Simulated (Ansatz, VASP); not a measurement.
One calculation of TiC, two programs

```
CELL_PARAMETERS angstrom
0.00000 2.16400 2.16400
2.16400 0.00000 2.16400
2.16400 2.16400 0.00000
ATOMIC_POSITIONS crystal
Ti 0.06932 0.06932 0.93068
C 0.50000 0.50000 0.50000
```

Change from the starting cell: all Ti atoms moved -0.300 Å, as atom 1 towards its neighbour atom 2 (C) at 2.164 Å.

Alike in both runs: task single point; functional PBE; k mesh 18 × 18 × 18; occupations gaussian, width 0.15 eV; no spin polarisation.

```csv
,VASP,Ansatz
version,VASP 6.6.1,Ansatz 0.2.0
potentials or method,"VASP PAW PBE potentials, release 64 (Ti_sv, C), cutoff 520 eV","scalar-relativistic, plane waves, PAW"
valence electrons in the cell,16,16
```

VASP gave:

| Item | Value |
| --- | --- |
| gap on the k mesh at the Fermi level (eV) | none |
| pressure (GPa) | 12.6 |
| traceless stress, the component that is largest in VASP (GPa) | 21.03 |
| rms of the force components (eV/Å) | 2.028 |

Task: Estimate Ansatz's values.

Result: gap on the k mesh at the Fermi level (eV): none; pressure (GPa): 12.4; traceless stress, the component that is largest in VASP (GPa): 20.80; rms of the force components (eV/Å): 2.013.

Atom by atom the forces differ by 0.015 eV/Å (rms over components). A gap of «none» marks a metal or a gap that the smearing closes.
